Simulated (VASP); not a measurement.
Runs of VASP 6.6.1 on TiTe2. The structure is trigonal, space group P-3m1 (No. 164). Conventional cell: a = 3.777 Å, b = 3.777 Å, c = 6.498 Å, α = 90.00°, β = 90.00°, γ = 120.00°. Ti (site symmetry -3m) has 6 Te at 2.77 Å within 3.7 Å. Te (site symmetry 3m) has 3 Ti at 2.77 Å within 3.7 Å. 

```csv
k mesh,gap on the mesh (eV),pressure (GPa),largest force (eV/Å)
7 × 7 × 4,none,-1.8,0.03
2 × 2 × 1,none,-1.6,(a)
9 × 9 × 5,none,-1.8,0.03
3 × 3 × 2,none,-1.5,0.10
6 × 6 × 3,none,-1.8,0.04
4 × 4 × 2,none,-1.6,0.04
```

Alike in all rows: task single point; level PBEsol; potentials or basis VASP PAW PBE potentials, release 64 (Ti_sv, Te); no spin polarisation; cell as given; cutoff (eV) 520; smearing fermi-dirac 0.3 eV.

Task: Fill in the values left out.

Result: (a) 0.15.

Caveats: some runs use coarse meshes; the PAW data sets were made with another functional, which shifts forces and pressure a little; spin-orbit coupling is left out, which moves the levels of the heavy elements; this functional lacks dispersion, which binds the layers, so the pressure and a relaxed spacing across them are unreliable.

A k mesh can miss the band edges, and the runs leave out spin-orbit coupling on Te.

A gap of «none» marks levels without a gap at the run's occupations.
